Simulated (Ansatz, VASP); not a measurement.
MnS in VASP and in Ansatz

INCAR

```
PREC = Accurate
ENCUT = 500
EDIFF = 1E-6
ISMEAR = 0
SIGMA = 0.05
LREAL = False
LASPH = True
NELM = 200
ALGO = Normal
ISIF = 2
LWAVE = False
LCHARG = False
ISPIN = 2
MAGMOM = 4.62 0
LORBIT = 11
LMAXMIX = 4
GGA = PE
NBANDS = 20
GGA_COMPAT = False
```

Contents of KPOINTS:

```
Automatic mesh
0
Gamma
  10 10 10
```

File POSCAR:

```
MnS
1.0
    0.0000000000      2.8223248431      2.8223248431
    2.8223248431      0.0000000000      2.8223248431
    2.8223248431      2.8223248431      0.0000000000
Mn S
1 1
Direct
    0.0000000000      0.0000000000      0.0000000000
    0.2500000000      0.2500000000      0.2500000000
```

Input for Ansatz:

```yaml
crystal:
  lattice:
    - [0.0, 2.8223248431, 2.8223248431]
    - [2.8223248431, 0.0, 2.8223248431]
    - [2.8223248431, 2.8223248431, 0.0]
  atoms:
    - { symbol: Mn, position: [0.0, 0.0, 0.0], spin: 4.62 }
    - { symbol: S, position: [0.25, 0.25, 0.25] }
basis:
  ecutwfc: 420
  ecutrho_ratio: 4
kpoints:
  mp_grid: { grid: [10, 10, 10] }
hamiltonian:
  xc: pbe
scf:
  occupations: { method: gaussian, width: 0.05 }
output:
  forces: true
  stress: true
  eigenvalues: true
  populations: true
magnetization:
  spin_polarized: true
```

Alike in both runs: task single point; functional PBE; k mesh 10 × 10 × 10; occupations gaussian, width 0.05 eV; collinear spin.

|  | VASP | Ansatz |
| --- | --- | --- |
| version | VASP 6.6.1 | Ansatz 0.2.0 |
| potentials or method | VASP PAW PBE potentials, release 64 (Mn_pv, S), cutoff 500 eV | scalar-relativistic, plane waves, PAW |
| valence electrons in the cell | 19 | 21 |

```csv
,VASP,Ansatz,Ansatz less VASP
gap on the k mesh at the Fermi level (eV),none,none,-
pressure (GPa),0.0,0.0,0.00
net moment per atom (μB),2.49,2.49,0.000
size of the moment on the site where the two differ most (μB),4.37,4.21,-0.158
```

Site moments also hang on the region over which each program counts them. A gap of «none» marks a metal or a gap that the smearing closes. VASP's potentials hold 19 valence electrons a cell and Ansatz's 21, so a difference there can come from the potentials and not from the codes.
